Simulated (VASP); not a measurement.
Write the native input for VASP 6.6.1 that does the following.

```yaml
Task: single point
Functional: PBE
Potentials_or_basis: VASP PAW PBE potentials, release 64 (Mg)
Cutoff: 520 eV
k_mesh: 18 × 18 × 16
Occupations: gaussian, width 0.15 eV
Spin: no spin polarisation
Dipole_correction: no
Further_INCAR_settings: ALGO = Fast; EDIFF = 1e-07; NBANDS = 7
```

The structure of Mg lies in POSCAR:

```
Mg
1.0
    2.8062758165      0.0000000000      0.0000000000
   -1.4031379083      2.4303061471      0.0000000000
    0.0000000000      0.0000000000      3.0448375700
Mg
1
Direct
    0.0000000000      0.0000000000      0.0000000000
```

This isn't the form of Mg at room conditions, which is hcp.

This cell differs from its parent crystal: strain -0.080 along x and y, +0.000 along z.

The input as run:

INCAR

```
  ALGO = Fast
  EDIFF = 1E-7
  ENCUT = 520
  GGA = PE
  ISIF = 2
  ISMEAR = 0
  LASPH = True
  LCHARG = False
  LREAL = False
  LWAVE = False
  NBANDS = 7
  NELM = 80
  PREC = Accurate
  SIGMA = 0.15
```

KPOINTS

```
k-points
0
Gamma
  18 18 16
```

Potentials or basis: VASP PAW PBE potentials, release 64 (Mg).

Launch:

```console
$ cat potpaw_PBE.64/Mg/POTCAR > POTCAR
$ mpirun -np 1 vasp_std > vasp.out
```

Results of the run:

```
Pressure               : 10.4 GPa
Band gap on the k mesh : zero (bands 1 and 2 overlap by 6.07 eV)
```

Caveat: the cell differs from its parent crystal (strain -0.080 along x and y, +0.000 along z); the cell stands under pressure.

It took 11 s on 1 thread of Intel(R) Xeon(R) 6975P-C (Granite Rapids) (shared host), peak memory 0.17 GiB.
